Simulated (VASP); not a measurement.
Set up this calculation in VASP 6.6.1, as the native input.

```yaml
Task: single point
Functional: PBE
Potentials_or_basis: VASP PAW PBE potentials, release 64 (Fe_sv, O)
Cutoff: 600 eV
k_mesh: 11 × 11 × 11
Occupations: fermi-dirac, width 0.05 eV
Spin: collinear spin, ferromagnetic start
Starting_moments: "[3.0, 0.0] μB"
Dipole_correction: no
Second_run: valence_matched
Further_INCAR_settings: ALGO = Normal; EDIFF = 1e-06; NBANDS = 22
```

The structure of FeO lies in POSCAR:

```
FeO
1.0
    0.0000000000      2.1696747492      2.1696747492
    2.1696747492      0.0000000000      2.1696747492
    2.1696747492      2.1696747492      0.0000000000
Fe O
1 1
Direct
    0.0000000000      0.0000000000      0.0000000000
    0.5000000000      0.5000000000      0.5000000000
```

The input as run:

INCAR

```
SYSTEM = FeO
  ALGO = Normal
  EDIFF = 1E-6
  ENCUT = 600
  GGA = PE
  GGA_COMPAT = .FALSE.
  ISIF = 2
  ISMEAR = -1
  ISPIN = 2
  LASPH = .TRUE.
  LCHARG = .FALSE.
  LMAXMIX = 4
  LORBIT = 11
  LREAL = .FALSE.
  LWAVE = .FALSE.
  MAGMOM = 3 0
  NBANDS = 22
  NELM = 200
  PREC = Accurate
  SIGMA = 0.05
```

KPOINTS

```
k-points
0
G
  11 11 11
  0 0 0
```

Potentials or basis: VASP PAW PBE potentials, release 64 (Fe_sv, O).

The run is started by

```sh
$ cat potpaw_PBE.64/Fe_sv/POTCAR potpaw_PBE.64/O/POTCAR > POTCAR
$ mpirun -np 1 vasp_std > vasp.out
```

Results of the run:

```json
{
  "Pressure": "-6.0 GPa",
  "Band gap on the k mesh": "zero (filled and empty bands overlap)",
  "Net moment": "4.00 μB per cell",
  "Site moments": "Fe +3.48; O +0.29 μB",
  "Valence electrons inside the program's atomic spheres": "Fe 13.60; O 4.98"
}
```

Caveat: a cell with one magnetic atom can't hold antiferromagnetic order, which such compounds often take; semilocal functionals often make such compounds metallic where correlation or magnetic order opens a gap, which also shifts bond lengths.

Run time: 67 s on 1 thread of Intel(R) Xeon(R) Platinum 8488C (Sapphire Rapids), on a shared host, peak memory 0.19 GiB.
